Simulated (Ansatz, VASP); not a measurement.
Two plane-wave programs on Mo

```xyz
6
Lattice="4.4701 0.0000 0.0000 -2.2351 3.8712 0.0000 0.0000 0.0000 20.5623" Properties=species:S:1:pos:R:3 pbc="T T T"
Mo    0.0000    1.2904    8.0000
Mo    0.0000    3.8712    8.9125
Mo    2.2351    2.5808    9.8249
Mo    0.0000    1.2904   10.7374
Mo    0.0000    3.8712   11.6498
Mo    2.2351    2.5808   12.5623
```

Alike in both runs: task single point; functional PBE; k mesh 10 × 10 × 1; occupations fermi-dirac, width 0.1 eV; no spin polarisation.

|  | VASP | Ansatz |
| --- | --- | --- |
| version | VASP 6.6.1 | Ansatz 0.2.0 |
| potentials or method | VASP PAW PBE potentials, release 64 (Mo_sv) | PAW with Ansatz's default frozen-core files, scalar-relativistic |
| plane-wave cutoff (eV) | 520 | 420 |
| valence electrons in the cell | 84 | 84 |

```tsv
	VASP	Ansatz	Ansatz less VASP
rms of the force components (eV/Å)	0.670	0.678	+0.0080
```

Atom by atom the forces differ by 0.009 eV/Å (rms over components).
